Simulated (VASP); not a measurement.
# W in VASP: further runs

Aim: see how the results for W move with the level of theory and the settings. Levels: r2SCAN+U, PBE, PBE+D3(BJ). Tasks: electric field gradients.

Everything below comes from runs of VASP 6.6.1. Logs are shortened: lines on timing, memory, paths and dates and some standing lists are left out, and cuts for length are marked.

### Step 1. The cell of the first run

Symmetry: Im-3m, No. 229, cubic system. Conventional cell: a = 3.195 Å, b = 3.195 Å, c = 3.195 Å, α = 90.00°, β = 90.00°, γ = 90.00°. Within 3.6 Å of W (site symmetry m-3m) lie 14 W at 2.77 to 3.19 Å.

### Step 2. Electric field gradients, r2SCAN+U, collinear spin, ferromagnetic start

POSCAR reads:

```
W
1.0
   -1.5973000000      1.5973000000      1.5973000000
    1.5973000000     -1.5973000000      1.5973000000
    1.5973000000      1.5973000000     -1.5973000000
W
1
Direct
    0.0000000000      0.0000000000      0.0000000000
```

INCAR.step1 reads:

```
ALGO = Normal
EDIFF = 1E-4
ENCUT = 520
GGA = PE
ISMEAR = -1
ISPIN = 2
LASPH = T
LCHARG = F
LDAU = T
LDAUJ = 0
LDAUL = 2
LDAUTYPE = 2
LDAUU = 4
LMAXMIX = 4
LREAL = F
LWAVE = T
MAGMOM = 0.2
NBANDS = 17
NELM = 150
PREC = Accurate
SIGMA = 0.03
```

INCAR.step2 reads:

```
ALGO = Normal
EDIFF = 1E-8
ENCUT = 520
ISIF = 2
ISMEAR = -1
ISPIN = 2
ISTART = 1
LASPH = T
LCHARG = F
LDAU = T
LDAUJ = 0
LDAUL = 2
LDAUPRINT = 1
LDAUTYPE = 2
LDAUU = 4
LEFG = T
LMAXMIX = 4
LMIXTAU = T
LORBIT = 11
LREAL = F
LWAVE = F
MAGMOM = 0.2
METAGGA = R2SCAN
NBANDS = 17
NELM = 150
PREC = Accurate
SIGMA = 0.03
```

KPOINTS reads:

```
k-points
0
Gamma
  21 21 21
```

Potentials or basis: VASP PAW PBE potentials, release 64 (W_sv).

On the command line:

```bash
cat potpaw_PBE.64/W_sv/POTCAR > POTCAR
cp INCAR.step1 INCAR
mpirun -np 1 vasp_std > vasp.out
cp INCAR.step2 INCAR
mpirun -np 1 vasp_std > vasp.out
```

OUTCAR:

```text
EDIFF = 1E-8
   ENCUT = 520
   ISIF = 2
   ISMEAR = -1
   ISPIN = 2
   ISTART = 1
   LASPH = T
   LORBIT = 11
   LREAL = F
   METAGGA = R2SCAN
   NELM = 150
   PREC = Accurate

 ion  position               nearest neighbor table
   1  0.000  0.000  0.000-

  LATTYP: Found a body centered cubic cell.
 ALAT       =     3.1946000000

  Lattice vectors:

 A1 = (  -1.5973000000,   1.5973000000,   1.5973000000)
 A2 = (   1.5973000000,  -1.5973000000,   1.5973000000)
 A3 = (   1.5973000000,   1.5973000000,  -1.5973000000)

Analysis of symmetry for initial positions (statically):
=====================================================================
 Subroutine PRICEL returns:
 Original cell was already a primitive cell.

 Routine SETGRP: Setting up the symmetry group for a
 body centered cubic supercell.

 Subroutine GETGRP returns: Found 48 space group operations
 (whereof 48 operations were pure point group operations)
 out of a pool of 48 trial point group operations.

The static configuration has the point symmetry O_h .

Analysis of symmetry for dynamics (positions and initial velocities):
=====================================================================
 Subroutine PRICEL returns:
 Original cell was already a primitive cell.

 Routine SETGRP: Setting up the symmetry group for a
 body centered cubic supercell.

 Subroutine GETGRP returns: Found 48 space group operations
 (whereof 48 operations were pure point group operations)
 out of a pool of 48 trial point group operations.

The dynamic configuration has the point symmetry O_h .

Analysis of structural, dynamic, and magnetic symmetry:
=====================================================================
 Subroutine PRICEL returns:
 Original cell was already a primitive cell.

 Routine SETGRP: Setting up the symmetry group for a
 body centered cubic supercell.

 Subroutine GETGRP returns: Found 48 space group operations
 (whereof 48 operations were pure point group operations)
 out of a pool of 48 trial point group operations.

The overall configuration has the point symmetry O_h .

 Subroutine INISYM returns: Found 48 space group operations
 (whereof 48 operations are pure point group operations),
 and found     1 'primitive' translations

----------------------------------------------------------------------------------------

                                     Primitive cell

  volume of cell :      16.3012

  direct lattice vectors                    reciprocal lattice vectors
    -1.597300000  1.597300000  1.597300000     0.000000000  0.313028235  0.313028235
     1.597300000 -1.597300000  1.597300000     0.313028235  0.000000000  0.313028235
     1.597300000  1.597300000 -1.597300000     0.313028235  0.313028235  0.000000000

  length of vectors
     2.766604755  2.766604755  2.766604755     0.442688776  0.442688776  0.442688776

  position of ions in fractional coordinates (direct lattice)
     0.000000000  0.000000000  0.000000000

  ion indices of the primitive-cell ions
   primitive index   ion index
                 1           1

----------------------------------------------------------------------------------------

 KPOINTS: k-points

Automatic generation of k-mesh.
 Grid dimensions read from file:
 generate k-points for:   21   21   21

 Generating k-lattice:

  Cartesian coordinates                     Fractional coordinates (reciprocal lattice)
     0.000000000  0.014906106  0.014906106     0.047619048  0.000000000  0.000000000
     0.014906106  0.000000000  0.014906106     0.000000000  0.047619048  0.000000000
     0.014906106  0.014906106  0.000000000     0.000000000  0.000000000  0.047619048

  Length of vectors
     0.021080418  0.021080418  0.021080418

  Shift w.r.t. Gamma in fractional coordinates (k-lattice)
     0.000000000  0.000000000  0.000000000

 Subroutine IBZKPT returns following result:
 ===========================================

 Found    286 irreducible k-points:

 Following reciprocal coordinates:
            Coordinates               Weight
[... 37 lines left out ...]
   ISPIN  =      2    spin polarized calculation?
   LNONCOLLINEAR =      F non collinear calculations
   LSORBIT =      F    spin-orbit coupling
   LASPH  =      T    aspherical Exc in radial PAW
   ENCUT  =  520.0 eV  38.22 Ry    6.18 a.u.   5.14  5.14  5.14*2*pi/ulx,y,z
   NELM   =    150;   NELMIN=  2; NELMDL=  0     # of ELM steps
   EDIFF  = 0.1E-07   stopping-criterion for ELM
   LREAL  =      F    real-space projection
   EDIFFG = 0.1E-06   stopping-criterion for IOM
   NSW    =      0    number of steps for IOM
   IBRION =     -1    ionic relax: 0-MD 1-quasi-New 2-CG
   NFREE  =      0    steps in history (QN), initial steepest desc. (CG)
   ISIF   =      2    stress and relaxation
   ISYM   =      2    0-nonsym 1-usesym 2-fastsym
   POTIM  = 0.5000    time-step for ionic-motion
   TEBEG  =    0.0;   TEEND  =   0.0 temperature during run
   PSTRESS=    0.0 pullay stress
   NELECT =      14.0000    total number of electrons
   NUPDOWN=      -1.0000    fix difference up-down
   EMIN   =  10.00;   EMAX   =-10.00  energy-range for DOS
   EFERMI =   0.00;   METHOD = LEGACY
   ISMEAR =    -1;   SIGMA  =   0.03  broadening in eV -4-tet -1-fermi 0-gaus
   EFERMI_NEDOS =   21; number of points for ismear=-14 and -15
   IALGO  =     38    algorithm
   IMIX   =      4    mixing-type and parameters
     AMIX     =   0.40;   BMIX     =  1.00
     AMIX_MAG =   1.60;   BMIX_MAG =  1.00
  volume/ion in A,a.u.               =      16.30       110.01
  Fermi-wavevector in a.u.,A,eV,Ry     =   1.556125  2.940649 32.946829  2.421524
  Thomas-Fermi vector in A             =   2.659966
   LORBIT       =     11    0 simple, 1 ext, 2 COOP (PROOUT), +10 PAW based schemes
 LDA+U is selected, type is set to LDAUTYPE =  2
   angular momentum for each species LDAUL =     2
   U (eV)           for each species LDAUU =   4.0
   J (eV)           for each species LDAUJ =   0.0
   METAGGA = R2SCAN    functional components
   LHFCALC =     F    Hartree Fock is set to
   AEXX    =    0.0000 exact exchange contribution
   IVDW    =     0    specifies the selected vdW correction
   LEPSILON=     F    determine dielectric tensor
   LRPA    =     F    only Hartree local field effects (RPA)
 spin polarized calculation
  energy-cutoff  :      520.00
  volume of cell :       16.30
 maximum number of plane-waves:       456
 NGX is ok and might be reduce to    24
   NGX = 11   NGY = 11   NGZ = 11

 number of electron      14.0000002 magnetization       0.0000001

atom =   1  type =  1  l = 2

 onsite density matrix

spin component  1

  0.3997 -0.0000 -0.0000  0.0000 -0.0000
 -0.0000  0.3997  0.0000  0.0000  0.0000
 -0.0000  0.0000  0.2082 -0.0000 -0.0000
  0.0000  0.0000 -0.0000  0.3997  0.0000
 -0.0000  0.0000 -0.0000  0.0000  0.2082

spin component  2

  0.3997 -0.0000 -0.0000  0.0000 -0.0000
 -0.0000  0.3997  0.0000  0.0000  0.0000
 -0.0000  0.0000  0.2082 -0.0000 -0.0000
  0.0000  0.0000 -0.0000  0.3997  0.0000
 -0.0000  0.0000 -0.0000  0.0000  0.2082

 occupancies and eigenvectors

  o =  0.2082  v =  0.0000  0.0000  0.0000  0.0000  0.0000  0.0000 -0.0000  0.0206 -0.0000  0.9998      0.0000  0.0000  0.0000  0.0000  0.0000  0.0000  0.0000  0.0000  0.0000  0.0000
  o =  0.2082  v =  0.0000  0.0000  0.0000  0.0000  0.0000  0.0000 -0.0000 -0.9998 -0.0000  0.0206      0.0000  0.0000  0.0000  0.0000  0.0000  0.0000  0.0000  0.0000  0.0000  0.0000
  o =  0.2082  v =  0.0000  0.0000  0.0240 -0.0000  0.9997  0.0000  0.0000  0.0000  0.0000  0.0000      0.0000  0.0000  0.0000  0.0000  0.0000  0.0000  0.0000  0.0000  0.0000  0.0000
  o =  0.2082  v =  0.0000 -0.0000 -0.9997 -0.0000  0.0240  0.0000  0.0000  0.0000  0.0000  0.0000      0.0000  0.0000  0.0000  0.0000  0.0000  0.0000  0.0000  0.0000  0.0000  0.0000
  o =  0.3997  v =  0.0000  0.0000  0.0000  0.0000  0.0000  0.0000  0.0550  0.0000 -0.9985 -0.0000      0.0000  0.0000  0.0000  0.0000  0.0000  0.0000  0.0000  0.0000  0.0000  0.0000
  o =  0.3997  v =  0.0000  0.0000  0.0000  0.0000  0.0000  0.0000 -0.9985  0.0000 -0.0550 -0.0000      0.0000  0.0000  0.0000  0.0000  0.0000  0.0000  0.0000  0.0000  0.0000  0.0000
  o =  0.3997  v =  0.0000  0.0000  0.0000  0.0000  0.0000  1.0000  0.0000  0.0000  0.0000  0.0000      0.0000  0.0000  0.0000  0.0000  0.0000  0.0000  0.0000  0.0000  0.0000  0.0000
  o =  0.3997  v =  0.0000  0.9250 -0.0000 -0.3799 -0.0000  0.0000  0.0000  0.0000  0.0000  0.0000      0.0000  0.0000  0.0000  0.0000  0.0000  0.0000  0.0000  0.0000  0.0000  0.0000
  o =  0.3997  v =  0.0000  0.3799 -0.0000  0.9250  0.0000  0.0000  0.0000  0.0000  0.0000  0.0000      0.0000  0.0000  0.0000  0.0000  0.0000  0.0000  0.0000  0.0000  0.0000  0.0000
  o =  0.3997  v =  1.0000  0.0000  0.0000  0.0000  0.0000  0.0000  0.0000  0.0000  0.0000  0.0000      0.0000  0.0000  0.0000  0.0000  0.0000  0.0000  0.0000  0.0000  0.0000  0.0000

 number of electron      14.0000002 magnetization      -0.0000000

 Free energy of the ion-electron system (eV)
  ---------------------------------------------------
  ext. energy  EPLUGINS =         0.00000000
  ---------------------------------------------------
  free energy    TOTEN  =       -47.07740139 eV

  energy without entropy =      -47.07556717  energy(sigma->0) =      -47.07648428

 E-fermi :  11.2338     XC(G=0): -14.7983

 val. band max:       11.2302345775   @ k =  -0.4762   0.4762   0.2857
 cond. band min:      11.2454661176   @ k =   0.0952   0.0952   0.0000
 fundamental gap:      0.0152315401
 Fermi energy:        11.2338044987

 spin component 1

 k-point     1 :       0.0000    0.0000    0.0000
  band No.  band energies     occupation
      1     -65.4162      1.00000
      2     -28.2941      1.00000
      3     -28.2941      1.00000
      4     -28.2941      1.00000
      5       0.9164      1.00000
      6       9.9370      1.00000
[... 943 lines left out ...]
      6       8.6921      1.00000
[... 9 lines left out ...]
     16      37.7373      0.00000
     17      41.4649      0.00000

 [... further k-points ...]
[... 5 lines left out ...]
  --------------------------------------------------------------------------------------
  -------------------------------------------------------------------------------------
  Total        0.5718985      0.5718985      0.5718985      0.0000000      0.0000000      0.0000000
  in kB       56.2095449     56.2095449     56.2095449      0.0000000      0.0000000      0.0000000
  external PRESSURE =      56.2095449 kB  Pullay stress =       0.0000000 kB

 VOLUME and BASIS-vectors are now :
 -----------------------------------------------------------------------------
  energy-cutoff  :      520.00
  volume of cell :       16.30
      direct lattice vectors                 reciprocal lattice vectors
    -1.597300000  1.597300000  1.597300000     0.000000000  0.313028235  0.313028235
     1.597300000 -1.597300000  1.597300000     0.313028235  0.000000000  0.313028235
     1.597300000  1.597300000 -1.597300000     0.313028235  0.313028235  0.000000000

 POSITION                                       TOTAL-FORCE (eV/Angst)
 -----------------------------------------------------------------------------------
      0.00000      0.00000      0.00000         0.000000      0.000000      0.000000
 -----------------------------------------------------------------------------------
    total drift:                                0.000000      0.000000     -0.000000

  FREE ENERGIE OF THE ION-ELECTRON SYSTEM (eV)
  ---------------------------------------------------
  free  energy   TOTEN  =       -47.0774013862 eV

  energy  without entropy=      -47.0755671686  energy(sigma->0) =      -47.07648428

 Electric field gradients (V/A^2)
---------------------------------------------------------------------
 ion       V_xx      V_yy      V_zz      V_xy      V_xz      V_yz
---------------------------------------------------------------------
   1      -0.000    -0.000    -0.000    -0.000    -0.000    -0.000
---------------------------------------------------------------------

 Electric field gradients after diagonalization (V/A^2)
 (convention: |V_zz| > |V_xx| > |V_yy|)
----------------------------------------------------------------------
 ion       V_xx      V_yy      V_zz     asymmetry (V_yy - V_xx)/ V_zz
----------------------------------------------------------------------
   1       0.000     0.000    -0.001       0.000
----------------------------------------------------------------------

           NMR quadrupolar parameters

 Cq : quadrupolar parameter    Cq=e*Q*V_zz/h
 eta: asymmetry parameters     (V_yy - V_xx)/ V_zz
 Q  : nuclear electric quadrupole moment in mb (millibarn)
----------------------------------------------------------------------
 ion       Cq(MHz)       eta       Q (mb)
----------------------------------------------------------------------
   1      -0.000       0.000       1.000
----------------------------------------------------------------------

 total charge

# of ion       s       p       d       tot
------------------------------------------
    1        2.398   6.375   3.182  11.955

 magnetization (x)

# of ion       s       p       d       tot
------------------------------------------
    1        0.000  -0.000   0.000   0.000
```

It took 6 min on 1 thread of Intel Xeon 6975P-C, shared host; peak memory 0.25 GiB.

What came out:

| Property | Result |
| --- | --- |
| Free energy | -47.0774 eV |
| Pressure | 5.6 GPa |
| Band gap on the k mesh | zero (filled and empty bands overlap) |
| Net moment | 0.00 μB per cell |
| Valence electrons inside the program's atomic spheres | W 11.96 |

Levels at points of the mesh, in eV from the Fermi level:
Spin up:
| k point | band 5 | band 6 | band 7 | band 8 | band 9 | band 10 |
| --- | --- | --- | --- | --- | --- | --- |
| (0.00, 0.00, 0.00) | -10.32 | -1.30 | -1.30 | -1.30 | 3.14 | 3.14 |
Spin down:
| k point | band 5 | band 6 | band 7 | band 8 | band 9 | band 10 |
| --- | --- | --- | --- | --- | --- | --- |
| (0.00, 0.00, 0.00) | -10.32 | -1.30 | -1.30 | -1.30 | 3.14 | 3.14 |

Eigenvalues of the final occupation matrices:
```tsv
site	spin	trace	eigenvalues
site 1 d	1	1.62	0.21 0.21 0.40 0.40 0.40
site 1 d	2	1.62	0.21 0.21 0.40 0.40 0.40
```

Caveat: without QUAD_EFG the Cq values of the log hold for a quadrupole moment of 1 mb, not for the nuclei; the PAW data sets were made with another functional, which shifts forces and pressure a little; spin-orbit coupling is left out, which moves the levels of the heavy elements; the U is typed as a test and isn't derived for this compound. The state reached can hang on the start; a lower one may exist.

### Step 3. Electric field gradients, PBE (x and y stretched by -2 %, z held)

INCAR reads:

```
  PREC = Accurate
  ENCUT = 520
  EDIFF = 1E-8
  ISMEAR = -1
  SIGMA = 0.03
  LREAL = F
  LASPH = T
  NELM = 100
  ALGO = Normal
  ISIF = 2
  LWAVE = F
  LCHARG = F
  GGA = PE
  LEFG = T
  NBANDS = 13
```

KPOINTS reads:

```
regular mesh
0
Gamma
  14 14 14
```

POSCAR reads:

```
W
1.0
   -1.5653540000      1.5653540000      1.5973000000
    1.5653540000     -1.5653540000      1.5973000000
    1.5653540000      1.5653540000     -1.5973000000
W
1
Direct
    0.0000000000      0.0000000000      0.0000000000
```

Potentials or basis: VASP PAW PBE potentials, release 64 (W_sv).

On the command line:

```bash
cat potpaw_PBE.64/W_sv/POTCAR > POTCAR
mpirun -np 1 vasp_std > vasp.out
```

OUTCAR:

```text
PREC = Accurate
   ENCUT = 520
   EDIFF = 1E-8
   ISMEAR = -1
   LREAL = F
   LASPH = T
   NELM = 100
   ISIF = 2
   GGA = PE

 ion  position               nearest neighbor table
   1  0.000  0.000  0.000-

  LATTYP: Found a body centered tetragonal cell.
 ALAT       =     3.1307080000
 C/A-ratio  =     1.0204081633

  Lattice vectors:

 A1 = (  -1.5653540000,   1.5653540000,   1.5973000000)
 A2 = (   1.5653540000,  -1.5653540000,   1.5973000000)
 A3 = (   1.5653540000,   1.5653540000,  -1.5973000000)

[... 587 lines left out ...]
    total drift:                                0.000000     -0.000000      0.000000

  FREE ENERGIE OF THE ION-ELECTRON SYSTEM (eV)
  ---------------------------------------------------
  free  energy   TOTEN  =       -12.9273696018 eV

  energy  without entropy=      -12.9249747170  energy(sigma->0) =      -12.92617216

 Electric field gradients (V/A^2)
---------------------------------------------------------------------
 ion       V_xx      V_yy      V_zz      V_xy      V_xz      V_yz
---------------------------------------------------------------------
   1      -3.564    -3.564     7.129     0.001     0.001     0.001
---------------------------------------------------------------------

 Electric field gradients after diagonalization (V/A^2)
 (convention: |V_zz| > |V_xx| > |V_yy|)
----------------------------------------------------------------------
 ion       V_xx      V_yy      V_zz     asymmetry (V_yy - V_xx)/ V_zz
----------------------------------------------------------------------
   1      -3.565    -3.564     7.129       0.000
----------------------------------------------------------------------

           NMR quadrupolar parameters

 Cq : quadrupolar parameter    Cq=e*Q*V_zz/h
 eta: asymmetry parameters     (V_yy - V_xx)/ V_zz
 Q  : nuclear electric quadrupole moment in mb (millibarn)
----------------------------------------------------------------------
 ion       Cq(MHz)       eta       Q (mb)
----------------------------------------------------------------------
   1       0.017       0.000       1.000
----------------------------------------------------------------------
```

OSZICAR:

```text
N       E                     dE             d eps       ncg     rms          rms(c)
DAV:   1     0.845501622412E+02    0.84550E+02   -0.74791E+03  6386   0.123E+03
DAV:   2    -0.119020952962E+02   -0.96452E+02   -0.92581E+02  7159   0.316E+02
DAV:   3    -0.135321626965E+02   -0.16301E+01   -0.16236E+01  6929   0.398E+01
DAV:   4    -0.135387211400E+02   -0.65584E-02   -0.65583E-02  7119   0.277E+00
DAV:   5    -0.135387724031E+02   -0.51263E-04   -0.51262E-04  7024   0.233E-01    0.214E+01
DAV:   6    -0.130617144581E+02    0.47706E+00   -0.39062E-01  6609   0.844E+00    0.872E+00
DAV:   7    -0.129314320182E+02    0.13028E+00   -0.21636E-01  7034   0.598E+00    0.639E-01
DAV:   8    -0.129274184928E+02    0.40135E-02   -0.43772E-03  6479   0.867E-01    0.861E-02
DAV:   9    -0.129273764590E+02    0.42034E-04   -0.10733E-04  7314   0.130E-01    0.440E-02
DAV:  10    -0.129273691944E+02    0.72646E-05   -0.14480E-05  6794   0.532E-02    0.405E-03
DAV:  11    -0.129273697955E+02   -0.60112E-06   -0.28139E-07  6784   0.640E-03    0.529E-04
DAV:  12    -0.129273696161E+02    0.17940E-06   -0.49892E-09  4962   0.916E-04    0.640E-05
DAV:  13    -0.129273696036E+02    0.12533E-07   -0.44212E-10  3482   0.299E-04    0.322E-05
DAV:  14    -0.129273696018E+02    0.18251E-08   -0.74578E-11  3317   0.119E-04
   1 F= -.12927370E+02 E0= -.12926172E+02  d E =-.239488E-02
```

Wall time 66 s (1 thread of Intel Xeon 8259CL, shared host); peak memory 0.16 GiB.

Results:

- Free energy: -12.9274 eV
- Pressure: 10.7 GPa
- Band gap on the k mesh: zero (band 7 reaches 16.82 eV, above the bottom of band 8 at 10.52 eV)

Levels at points of the mesh, in eV from the Fermi level:
```
           k point  band 5  band 6  band 7  band 8  band 9  band 10
(0.00, 0.00, 0.00)   -9.80   -1.43   -1.43   -1.16    2.01     2.37
(0.50, 0.00, 0.00)   -6.45   -3.63    0.58    1.94    3.07     6.14
(0.50, 0.50, 0.00)   -6.45   -3.91    0.74    2.34    3.21     6.21
(0.50, 0.50, 0.50)   -6.06   -6.00    5.10    5.19    5.19     7.89
```

Electric field gradients, principal values (V/Å²):
```tsv
atom	least	middle	greatest (by size)
1 W	-3.564	-3.565	7.129
```

Caveat: the cell differs from its parent crystal (x and y stretched by -2 %, z held); without QUAD_EFG the Cq values of the log hold for a quadrupole moment of 1 mb, not for the nuclei; spin-orbit coupling is left out, which moves the levels of the heavy elements.

[end of part 1 of 2]
